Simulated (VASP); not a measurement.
# Mn (Fd-3m) in VASP: single point with PBEsol

Aim: the single point of Mn with PBEsol.

All numbers are computed with VASP 6.6.1; they aren't measurements. Logs are shortened: lines on timing, memory, paths and dates and some standing lists are left out, and cuts for length are marked.

**1. The cell of the first run**

It takes space group Fd-3m (No. 227, cubic). The conventional cell has a = 4.883 Å, b = 4.883 Å, c = 4.883 Å, α = 90.00°, β = 90.00°, γ = 90.00°. Within 2.8 Å of Mn (site symmetry -43m) lie 4 Mn at 2.11 Å.

This isn't the form of Mn at room conditions, which is a 58-atom cubic cell.

**2. Single point, PBEsol, collinear spin, ferromagnetic start**

Contents of POSCAR:

```
Mn
1.0
    0.0000000000      2.4414343592      2.4414343592
    2.4414343592      0.0000000000      2.4414343592
    2.4414343592      2.4414343592      0.0000000000
Mn
2
Direct
   -0.1250000000     -0.1250000000     -0.1250000000
    0.1250000000      0.1250000000      0.1250000000
```

Contents of INCAR.step1:

```
SYSTEM = Mn
  PREC = Accurate
  ENCUT = 520
  EDIFF = 1E-6
  ISMEAR = -1
  SIGMA = 0.08
  LREAL = .False.
  LASPH = .True.
  NELM = 150
  ALGO = Normal
  ISIF = 2
  LWAVE = .False.
  LCHARG = .True.
  ISPIN = 2
  MAGMOM = 3 3
  LMAXMIX = 4
  GGA = PS
  NBANDS = 24
```

Contents of KPOINTS.step1:

```
regular mesh
0
Gamma
  15 15 15
  0 0 0
```

Contents of INCAR.step2:

```
SYSTEM = Mn
  PREC = Accurate
  ENCUT = 520
  EDIFF = 1E-6
  ISMEAR = -5
  SIGMA = 0.08
  LREAL = .False.
  LASPH = .True.
  NELM = 150
  ALGO = Normal
  ISIF = 2
  LWAVE = .False.
  LCHARG = .False.
  ISPIN = 2
  MAGMOM = 3 3
  LORBIT = 11
  LMAXMIX = 4
  GGA = PS
  NBANDS = 24
  NEDOS = 2001
  ICHARG = 11
```

Contents of KPOINTS.step2:

```
regular mesh
0
Gamma
  23 23 23
  0 0 0
```

Potentials or basis: VASP PAW PBE potentials, release 64 (Mn_pv).

On the command line:

```sh
cat potpaw_PBE.64/Mn_pv/POTCAR > POTCAR
cp INCAR.step1 INCAR
cp KPOINTS.step1 KPOINTS
mpirun -np 1 vasp_std > vasp.out
cp INCAR.step2 INCAR
cp KPOINTS.step2 KPOINTS
mpirun -np 1 vasp_std > vasp.out
```

OUTCAR:

```text
SYSTEM = Mn
   PREC = Accurate
   ENCUT = 520
   EDIFF = 1E-6
   ISMEAR = -5
   LREAL = .False.
   LASPH = .True.
   NELM = 150
   ISIF = 2
   ISPIN = 2
   LORBIT = 11
   GGA = PS
   ICHARG = 11

 ion  position               nearest neighbor table
   1  0.875  0.875  0.875-   2 2.11   2 2.11   2 2.11   2 2.11
   2  0.125  0.125  0.125-   1 2.11   1 2.11   1 2.11   1 2.11

  LATTYP: Found a face centered cubic cell.
 ALAT       =     4.8828687184

  Lattice vectors:

 A1 = (   0.0000000000,   2.4414343592,   2.4414343592)
 A2 = (   2.4414343592,   0.0000000000,   2.4414343592)
 A3 = (   2.4414343592,   2.4414343592,   0.0000000000)

Analysis of symmetry for initial positions (statically):
=====================================================================
 Subroutine PRICEL returns:
 Original cell was already a primitive cell.

 Routine SETGRP: Setting up the symmetry group for a
 face centered cubic supercell.

 Subroutine GETGRP returns: Found 48 space group operations
 (whereof 12 operations were pure point group operations)
 out of a pool of 48 trial point group operations.

The static configuration has the point symmetry D_3d.
 The point group associated with its full space group is O_h .

Analysis of symmetry for dynamics (positions and initial velocities):
=====================================================================
 Subroutine PRICEL returns:
 Original cell was already a primitive cell.

 Routine SETGRP: Setting up the symmetry group for a
 face centered cubic supercell.

 Subroutine GETGRP returns: Found 48 space group operations
 (whereof 12 operations were pure point group operations)
 out of a pool of 48 trial point group operations.

The dynamic configuration has the point symmetry D_3d.
 The point group associated with its full space group is O_h .

Analysis of structural, dynamic, and magnetic symmetry:
=====================================================================
 Subroutine PRICEL returns:
 Original cell was already a primitive cell.

 Routine SETGRP: Setting up the symmetry group for a
 face centered cubic supercell.

 Subroutine GETGRP returns: Found 48 space group operations
 (whereof 12 operations were pure point group operations)
 out of a pool of 48 trial point group operations.

The overall configuration has the point symmetry D_3d.
 The point group associated with its full space group is O_h .

 Subroutine INISYM returns: Found 48 space group operations
 (whereof 12 operations are pure point group operations),
 and found     1 'primitive' translations

----------------------------------------------------------------------------------------

                                     Primitive cell

  volume of cell :      29.1048

  direct lattice vectors                    reciprocal lattice vectors
     0.000000000  2.441434359  2.441434359    -0.204797642  0.204797642  0.204797642
     2.441434359  0.000000000  2.441434359     0.204797642 -0.204797642  0.204797642
     2.441434359  2.441434359  0.000000000     0.204797642  0.204797642 -0.204797642

  length of vectors
     3.452709582  3.452709582  3.452709582     0.354719921  0.354719921  0.354719921

  position of ions in fractional coordinates (direct lattice)
     0.875000000  0.875000000  0.875000000
     0.125000000  0.125000000  0.125000000

  ion indices of the primitive-cell ions
   primitive index   ion index
                 1           1
                 2           2

----------------------------------------------------------------------------------------

 KPOINTS: regular mesh

Automatic generation of k-mesh.
 Grid dimensions read from file:
 generate k-points for:   23   23   23

 Generating k-lattice:

  Cartesian coordinates                     Fractional coordinates (reciprocal lattice)
    -0.008904245  0.008904245  0.008904245     0.043478261  0.000000000  0.000000000
     0.008904245 -0.008904245  0.008904245     0.000000000  0.043478261  0.000000000
     0.008904245  0.008904245 -0.008904245     0.000000000  0.000000000  0.043478261

  Length of vectors
     0.015422605  0.015422605  0.015422605

  Shift w.r.t. Gamma in fractional coordinates (k-lattice)
     0.000000000  0.000000000  0.000000000

 TETIRR: Found   1662 inequivalent tetrahedra from    73002

 Subroutine IBZKPT returns following result:
 ===========================================

 Found    364 irreducible k-points:

 Following reciprocal coordinates:
            Coordinates               Weight
  0.000000  0.000000  0.000000      1.000000
  0.043478  0.000000  0.000000      8.000000
  0.086957  0.000000  0.000000      8.000000
  0.130435  0.000000  0.000000      8.000000
  0.173913  0.000000  0.000000      8.000000
  0.217391  0.000000  0.000000      8.000000
[... 16 lines left out ...]
  0.478261  0.043478  0.000000     24.000000
 -0.478261  0.043478  0.000000     24.000000
 [... further k-points ...]
   k-points           NKPTS =    364   k-points in BZ     NKDIM =    364   number of bands    NBANDS=     24
   number of dos      NEDOS =   2001   number of ions     NIONS =      2
   total plane-waves  NPLWV =  21952
   dimension x,y,z NGX =    28 NGY =   28 NGZ =   28
   dimension x,y,z NGXF=    56 NGYF=   56 NGZF=   56
   ions per type =               2
   NGX,Y,Z   is equivalent  to a cutoff of  13.48, 13.48, 13.48 a.u.
   NGXF,Y,Z  is equivalent  to a cutoff of  26.96, 26.96, 26.96 a.u.
 SYSTEM =  Mn
   PREC   = accura    normal or accurate (medium, high low for compatibility)
   ISTART =      0    job   : 0-new  1-cont  2-samecut
   ICHARG =     11    charge: 1-file 2-atom 10-const
   ISPIN  =      2    spin polarized calculation?
   LNONCOLLINEAR =      F non collinear calculations
   LSORBIT =      F    spin-orbit coupling
   LASPH  =      T    aspherical Exc in radial PAW
   ENCUT  =  520.0 eV  38.22 Ry    6.18 a.u.   6.42  6.42  6.42*2*pi/ulx,y,z
   NELM   =    150;   NELMIN=  2; NELMDL=  0     # of ELM steps
   EDIFF  = 0.1E-05   stopping-criterion for ELM
   LREAL  =      F    real-space projection
   EDIFFG = 0.1E-04   stopping-criterion for IOM
   NSW    =      0    number of steps for IOM
   IBRION =     -1    ionic relax: 0-MD 1-quasi-New 2-CG
   NFREE  =      0    steps in history (QN), initial steepest desc. (CG)
   ISIF   =      2    stress and relaxation
   ISYM   =      2    0-nonsym 1-usesym 2-fastsym
   POTIM  = 0.5000    time-step for ionic-motion
   TEBEG  =    0.0;   TEEND  =   0.0 temperature during run
   PSTRESS=    0.0 pullay stress
   NELECT =      26.0000    total number of electrons
   NUPDOWN=      -1.0000    fix difference up-down
   EMIN   =  10.00;   EMAX   =-10.00  energy-range for DOS
   EFERMI =   0.00;   METHOD = LEGACY
   ISMEAR =    -5;   SIGMA  =   0.08  broadening in eV -4-tet -1-fermi 0-gaus
   EFERMI_NEDOS =   21; number of points for ismear=-14 and -15
   IALGO  =     38    algorithm
   IMIX   =      4    mixing-type and parameters
     AMIX     =   0.40;   BMIX     =  1.00
     AMIX_MAG =   1.60;   BMIX_MAG =  1.00
  volume/ion in A,a.u.               =      14.55        98.20
  Fermi-wavevector in a.u.,A,eV,Ry     =   1.576682  2.979498 33.823097  2.485928
  Thomas-Fermi vector in A             =   2.677479
   LORBIT       =     11    0 simple, 1 ext, 2 COOP (PROOUT), +10 PAW based schemes
   GGA     = PS    functional components
   LHFCALC =     F    Hartree Fock is set to
   AEXX    =    0.0000 exact exchange contribution
   IVDW    =     0    specifies the selected vdW correction
   LEPSILON=     F    determine dielectric tensor
   LRPA    =     F    only Hartree local field effects (RPA)
 spin polarized calculation
 Fermi weights with tetrahedron method with Bloechl corrections
  energy-cutoff  :      520.00
  volume of cell :       29.10
 maximum number of plane-waves:       801
 NGX is ok and might be reduce to    28

 number of electron      26.0000005 magnetization      -0.0004733

 Free energy of the ion-electron system (eV)
  ---------------------------------------------------
  ext. energy  EPLUGINS =         0.00000000
  ---------------------------------------------------
  free energy    TOTEN  =       -16.46339474 eV

  energy without entropy =      -16.46339474  energy(sigma->0) =      -16.46339474

 E-fermi :   6.3150     XC(G=0): -12.0887

 val. band max:        6.3621510769   @ k =  -0.4783   0.4783   0.0000
 cond. band min:       6.2870913501   @ k =  -0.3913   0.4783   0.0870
 fundamental gap:     -0.0750597268
 Fermi energy:         6.3150116776

 spin component 1

 k-point     1 :       0.0000    0.0000    0.0000
  band No.  band energies     occupation
      1     -41.4589      1.00000
      2     -41.4589      1.00000
      3     -41.4589      1.00000
      4     -40.6534      1.00000
      5     -40.6534      1.00000
      6     -40.6534      1.00000
[... 16 lines left out ...]
     23      21.6574      0.00000
     24      21.9398      0.00000
[... 598 lines left out ...]
      2     -41.5563      1.00000
      3     -41.4496      1.00000
      4     -40.6822      1.00000
      5     -40.5552      1.00000
      6     -40.5477      1.00000
[... 16 lines left out ...]
     23      21.7064      0.00000
     24      25.5490      0.00000

 [... further k-points ...]

 spin component 2

 k-point     1 :       0.0000    0.0000    0.0000
  band No.  band energies     occupation
      1     -41.4592      1.00000
      2     -41.4592      1.00000
      3     -41.4592      1.00000
      4     -40.6536      1.00000
      5     -40.6536      1.00000
      6     -40.6536      1.00000
[... 16 lines left out ...]
     23      21.6573      0.00000
     24      21.9397      0.00000
[... 598 lines left out ...]
      2     -41.5565      1.00000
      3     -41.4498      1.00000
      4     -40.6824      1.00000
      5     -40.5554      1.00000
      6     -40.5479      1.00000
[... 16 lines left out ...]
     23      21.7063      0.00000
     24      25.5488      0.00000

 [... further k-points ...]

------------------------ aborting loop because EDIFF is reached ----------------------------------------

  FORCE on cell =-STRESS in cart. coord.  units (eV):
  Direction    XX          YY          ZZ          XY          YZ          ZX
  --------------------------------------------------------------------------------------
  -------------------------------------------------------------------------------------
  Total       -0.2419524     -0.2419524     -0.2419524      0.0000000     -0.0000000      0.0000000
  in kB      -13.3191138    -13.3191138    -13.3191138      0.0000000     -0.0000000      0.0000000
  external PRESSURE =     -13.3191138 kB  Pullay stress =       0.0000000 kB

 VOLUME and BASIS-vectors are now :
 -----------------------------------------------------------------------------
  energy-cutoff  :      520.00
  volume of cell :       29.10
      direct lattice vectors                 reciprocal lattice vectors
     0.000000000  2.441434359  2.441434359    -0.204797642  0.204797642  0.204797642
     2.441434359  0.000000000  2.441434359     0.204797642 -0.204797642  0.204797642
     2.441434359  2.441434359  0.000000000     0.204797642  0.204797642 -0.204797642

 POSITION                                       TOTAL-FORCE (eV/Angst)
 -----------------------------------------------------------------------------------
      4.27251      4.27251      4.27251         0.000000      0.000000      0.000000
      0.61036      0.61036      0.61036        -0.000000     -0.000000     -0.000000
 -----------------------------------------------------------------------------------
    total drift:                                0.000000     -0.000000     -0.000000

  FREE ENERGIE OF THE ION-ELECTRON SYSTEM (eV)
  ---------------------------------------------------
  free  energy   TOTEN  =       -16.4633947375 eV

  energy  without entropy=      -16.4633947375  energy(sigma->0) =      -16.46339474

 total charge

# of ion       s       p       d       tot
------------------------------------------
    1        0.498   6.279   5.348  12.126
    2        0.498   6.279   5.348  12.126
--------------------------------------------------
tot          0.997  12.559  10.695  24.251

 magnetization (x)

# of ion       s       p       d       tot
------------------------------------------
    1       -0.000  -0.000  -0.000  -0.000
    2       -0.000  -0.000  -0.000  -0.000
--------------------------------------------------
tot         -0.000  -0.000  -0.000  -0.000
```

Wall time 8.7 min (1 thread of Oxide Virtual Turin-like, shared host); peak memory 0.39 GiB.

What came out:

```yaml
Net_moment: 0.00 μB per cell
Valence_electrons_inside_the_program's_atomic_spheres: Mn 12.13
```

Caveat: the moments typed at the start vanished in this run; the PAW data sets were made with another functional, which shifts forces and pressure a little.
